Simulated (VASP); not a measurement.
# MgTe (P6_3mc) in VASP: elastic constants with PBEsol

Aim: the elastic constants of MgTe with PBEsol.

Everything below comes from runs of VASP 6.6.1. Logs are shortened: lines on timing, memory, paths and dates and some standing lists are left out, and cuts for length are marked.

## Step 1: The cell of the first run

It takes space group P6_3mc (No. 186, hexagonal). Conventional cell: a = 4.563 Å, b = 4.563 Å, c = 7.408 Å, α = 90.00°, β = 90.00°, γ = 120.00°. Within 3.7 Å of Mg (site symmetry 3m) lie 4 Te at 2.79 Å. Te (site symmetry 3m) has 4 Mg at 2.79 Å within 3.7 Å.

## Step 2: Elastic constants, PBEsol

The input, INCAR:

```
SYSTEM = MgTe
PREC = Accurate
ENCUT = 600
EDIFF = 1E-8
ISMEAR = 0
SIGMA = 0.01
LREAL = .False.
LASPH = .True.
NELM = 120
ALGO = Normal
ISIF = 3
LWAVE = .False.
LCHARG = .False.
GGA = PS
IBRION = 6
NFREE = 2
POTIM = 0.015
NSW = 1
GGA_COMPAT = .False.
```

The input, KPOINTS:

```
regular mesh
0
Gamma
  6 6 4
  0 0 0
```

The input, POSCAR:

```
MgTe
1.0
    4.5625990841      0.0000000000      0.0000000000
   -2.2812995421      3.9513267141      0.0000000000
    0.0000000000      0.0000000000      7.4084411351
Mg Te
2 2
Direct
    0.3333333333      0.6666666667      0.0040147626
    0.6666666667      0.3333333333      0.5040147626
    0.3333333333      0.6666666667      0.3809852374
    0.6666666667      0.3333333333      0.8809852374
```

Potentials or basis: VASP PAW PBE potentials, release 64 (Mg, Te).

Run with:

```sh
cat potpaw_PBE.64/Mg/POTCAR potpaw_PBE.64/Te/POTCAR > POTCAR
mpirun -np 1 vasp_std > vasp.out
```

OUTCAR:

```text
SYSTEM = MgTe
   PREC = Accurate
   ENCUT = 600
   EDIFF = 1E-8
   ISMEAR = 0
   LREAL = .False.
   LASPH = .True.
   NELM = 120
   ISIF = 3
   GGA = PS
   IBRION = 6
   NFREE = 2
   POTIM = 0.015
   NSW = 1

 ion  position               nearest neighbor table
   1  0.333  0.667  0.004-   4 2.79   4 2.79   4 2.79   3 2.79
   2  0.667  0.333  0.504-   3 2.79   3 2.79   3 2.79   4 2.79
   3  0.333  0.667  0.381-   2 2.79   2 2.79   2 2.79   1 2.79
   4  0.667  0.333  0.881-   1 2.79   1 2.79   1 2.79   2 2.79

  LATTYP: Found a hexagonal cell.
 ALAT       =     4.5625990841
 C/A-ratio  =     1.6237326573

  Lattice vectors:

 A1 = (   4.5625990841,   0.0000000000,   0.0000000000)
 A2 = (  -2.2812995421,   3.9513267141,   0.0000000000)
 A3 = (   0.0000000000,   0.0000000000,   7.4084411351)

Analysis of symmetry for initial positions (statically):
=====================================================================
 Subroutine PRICEL returns:
 Original cell was already a primitive cell.

 Routine SETGRP: Setting up the symmetry group for a
 hexagonal supercell.

 Subroutine GETGRP returns: Found 12 space group operations
 (whereof  6 operations were pure point group operations)
 out of a pool of 24 trial point group operations.

The static configuration has the point symmetry C_3v.
 The point group associated with its full space group is C_6v.

Analysis of symmetry for dynamics (positions and initial velocities):
=====================================================================
 Subroutine PRICEL returns:
 Original cell was already a primitive cell.

 Routine SETGRP: Setting up the symmetry group for a
 hexagonal supercell.

 Subroutine GETGRP returns: Found 12 space group operations
 (whereof  6 operations were pure point group operations)
 out of a pool of 24 trial point group operations.

The dynamic configuration has the point symmetry C_3v.
 The point group associated with its full space group is C_6v.

 Subroutine INISYM returns: Found 12 space group operations
 (whereof  6 operations are pure point group operations),
 and found     1 'primitive' translations

----------------------------------------------------------------------------------------

                                     Primitive cell

  volume of cell :     133.5617

  direct lattice vectors                    reciprocal lattice vectors
     4.562599084  0.000000000  0.000000000     0.219173322  0.126539777  0.000000000
    -2.281299542  3.951326714  0.000000000     0.000000000  0.253079553  0.000000000
     0.000000000  0.000000000  7.408441135     0.000000000  0.000000000  0.134981163

  length of vectors
     4.562599084  4.562599084  7.408441135     0.253079553  0.253079553  0.134981163

  position of ions in fractional coordinates (direct lattice)
     0.333333333  0.666666667  0.004014763
     0.666666667  0.333333333  0.504014763
     0.333333333  0.666666667  0.380985237
     0.666666667  0.333333333  0.880985237

  ion indices of the primitive-cell ions
   primitive index   ion index
                 1           1
                 2           2
                 3           3
                 4           4

[... 96 lines left out ...]
   LEPSILON=     F    determine dielectric tensor
   LRPA    =     F    only Hartree local field effects (RPA)
 finite differences with symmetry
 non-spin polarized calculation
 Gauss-broadening in eV      SIGMA  =   0.01
  energy-cutoff  :      600.00
  volume of cell :      133.56
 maximum number of plane-waves:      4506
   NGX = 19   NGY = 19   NGZ = 29

--------------------------------------- Ionic step        1  -------------------------------------------

 number of electron      16.0000001 magnetization

 Free energy of the ion-electron system (eV)
  ---------------------------------------------------
  ext. energy  EPLUGINS =         0.00000000
  ---------------------------------------------------
  free energy    TOTEN  =       -13.79112403 eV

  energy without entropy =      -13.79112403  energy(sigma->0) =      -13.79112403

------------------------ aborting loop because EDIFF is reached ----------------------------------------

  FORCE on cell =-STRESS in cart. coord.  units (eV):
  Direction    XX          YY          ZZ          XY          YZ          ZX
  --------------------------------------------------------------------------------------
  -------------------------------------------------------------------------------------
  Total        0.0185566      0.0185566      0.0297229     -0.0000000      0.0000000      0.0000000
  in kB        0.2226007      0.2226007      0.3565491     -0.0000000      0.0000000      0.0000000
  external PRESSURE =       0.2672502 kB  Pullay stress =       0.0000000 kB
[... 95 lines left out ...]
  FREE ENERGIE OF THE ION-ELECTRON SYSTEM (eV)
  ---------------------------------------------------
  free  energy   TOTEN  =       -13.7838102098 eV

  energy  without entropy=      -13.7838102098  energy(sigma->0) =      -13.78381021

[... ionic steps 4 to 18 ...]

--------------------------------------- Ionic step       19  -------------------------------------------

 number of electron      16.0000001 magnetization

------------------------ aborting loop because EDIFF is reached ----------------------------------------
[... 71 lines left out ...]
--------------------------------------- Ionic step       21  -------------------------------------------

 number of electron      16.0000001 magnetization

 Free energy of the ion-electron system (eV)
  ---------------------------------------------------
  ext. energy  EPLUGINS =         0.00000000
  ---------------------------------------------------
  free energy    TOTEN  =       -13.79050931 eV

  energy without entropy =      -13.79050931  energy(sigma->0) =      -13.79050931

 E-fermi :   1.9274     XC(G=0):  -8.0329

 val. band max:        1.8823486804   @ k =   0.0000   0.0000   0.0000
 cond. band min:       4.2781053084   @ k =   0.0000   0.0000   0.0000
 fundamental gap:      2.3957566280
 Fermi energy:         1.9273602152

 k-point     1 :       0.0000    0.0000    0.0000
  band No.  band energies     occupation
      1      -8.3990      2.00000
      2      -7.7775      2.00000
      3      -1.4299      2.00000
      4       1.3793      2.00000
      5       1.3793      2.00000
      6       1.8749      2.00000
      7       1.8749      2.00000
      8       1.8823      2.00000
      9       4.2781      0.00000
     10       4.8009      0.00000
     11       7.1203      0.00000
     12       7.1203      0.00000
[... 374 lines left out ...]
  FREE ENERGIE OF THE ION-ELECTRON SYSTEM (eV)
  ---------------------------------------------------
  free  energy   TOTEN  =       -13.7905093095 eV

  energy  without entropy=      -13.7905093095  energy(sigma->0) =      -13.79050931

 INTERNAL STRAIN TENSORS FROM STRAINED CELLS
 ============================================

 INTERNAL STRAIN TENSOR FOR ION    1 for displacements in x,y,z  (eV/Angst):
          X           Y           Z          XY          YZ          ZX
  --------------------------------------------------------------------------------
  x     0.00000    -0.00000    -0.00000    -4.35882     0.00000    -3.22322
  y    -4.36546     4.37532    -0.00000     0.00000    -3.22801     0.00001
  z    -3.12379    -3.13799     6.37811    -0.00013     0.00080     0.00002

 INTERNAL STRAIN TENSORS FROM DISPLACED ATOMS
 ============================================

 INTERNAL STRAIN TENSOR FOR ION    1 for displacements in x,y,z  (eV/Angst):
          X           Y           Z          XY          YZ          ZX
  --------------------------------------------------------------------------------
  x     0.00000    -0.00000     0.00000    -4.36203     0.00000    -3.24136
  y    -4.36203     4.36203     0.00000    -0.00000    -3.24136     0.00000
  z    -3.11639    -3.11639     6.39690     0.00000     0.00000     0.00000

 INTERNAL STRAIN TENSOR FOR ION    4 for displacements in x,y,z  (eV/Angst):
          X           Y           Z          XY          YZ          ZX
  --------------------------------------------------------------------------------
  x    -0.00000     0.00000     0.00000     5.16291    -0.00000     3.24093
  y     5.16291    -5.16291     0.00000     0.00000     3.24093    -0.00000
  z     3.13142     3.13142    -6.33608    -0.00000     0.00000    -0.00000

 Eigenvectors and eigenvalues of the dynamical matrix
 ----------------------------------------------------

   1 f  =    7.830124 THz    49.198123 2PiTHz  261.184839 cm-1    32.382778 meV
             X         Y         Z           dx          dy          dz
     -0.000000  2.634218  0.029743     0.000000    0.000000   -0.698939
      2.281300  1.317109  3.733964    -0.000000    0.000000    0.698939
     -0.000000  2.634218  2.822507     0.000000   -0.000000    0.107165
      2.281300  1.317109  6.526727    -0.000000   -0.000000   -0.107165
[... 71 lines left out ...]
  12 f/i=    0.000671 THz     0.004213 2PiTHz    0.022366 cm-1     0.002773 meV
             X         Y         Z           dx          dy          dz
     -0.000000  2.634218  0.029743     0.000000   -0.000000   -0.282782
      2.281300  1.317109  3.733964     0.000000   -0.000000   -0.282782
     -0.000000  2.634218  2.822507     0.000000   -0.000000   -0.648101
      2.281300  1.317109  6.526727     0.000000   -0.000000   -0.648101

--------------------------------------------------------------------------------------------------------

 ELASTIC MODULI CONTR FROM IONIC RELAXATION (kBar)
 Direction    XX          YY          ZZ          XY          YZ          ZX
 --------------------------------------------------------------------------------
 XX        -197.4681     83.1025    116.5382      0.0000     -0.0000      0.0000
 YY          83.1025   -197.4681    116.5382      0.0000      0.0000     -0.0000
 ZZ         116.5382    116.5382   -237.5042     -0.0000      0.0000     -0.0000
 XY           0.0000      0.0000     -0.0000   -140.2853      0.0000      0.0000
 YZ          -0.0000      0.0000      0.0000     -0.0000    -58.4857      0.0000
 ZX           0.0000     -0.0000     -0.0000      0.0000      0.0000    -58.4857
 --------------------------------------------------------------------------------

 TOTAL ELASTIC MODULI (kBar)
 Direction    XX          YY          ZZ          XY          YZ          ZX
 --------------------------------------------------------------------------------
 XX         527.4579    309.5287    264.0813     -0.0000     -0.0000      0.0000
 YY         309.5287    527.4579    264.0813     -0.0000      0.0000     -0.0000
 ZZ         264.0813    264.0813    562.3762     -0.0000      0.0000     -0.0000
 XY          -0.0000     -0.0000     -0.0000    108.9646      0.0000      0.0000
 YZ          -0.0000      0.0000      0.0000     -0.0000     98.3222     -0.0000
 ZX           0.0000     -0.0000     -0.0000      0.0000     -0.0000     98.3221
 --------------------------------------------------------------------------------
```

Wall time 11 min (1 thread of AMD EPYC 9R45 (Zen 5), shared host); peak memory 0.46 GiB.

What came out:

| Quantity | Value |
| --- | --- |
| Elastic constants C11, C12, C44 | 53, 31, 10 GPa |
| Voigt bulk modulus | 37 GPa |
| Highest phonon frequency at Γ, LO-TO splitting left out | 261 cm⁻¹ |

Phonon frequencies in cm⁻¹ (negative: imaginary):
```csv
q point,frequencies
"(0.000, 0.000, 0.000)",0 0 0 36 36 114 234 235 235 240 240 261
```

Elastic tensor in Voigt notation (GPa, in the Cartesian axes of the cell as first typed):
```
53 31 26  0  0  0
31 53 26  0  0  0
26 26 56  0  0  0
 0  0  0 10  0  0
 0  0  0  0 10  0
 0  0  0  0  0 11
```

Clamped-ion elastic tensor (GPa):
```
72 23 15  0  0  0
23 72 15  0  0  0
15 15 80  0  0  0
 0  0  0 16  0  0
 0  0  0  0 16  0
 0  0  0  0  0 25
```

Caveat: the PAW data sets were made with another functional, which shifts forces and pressure a little; spin-orbit coupling is left out, which moves the levels of the heavy elements.
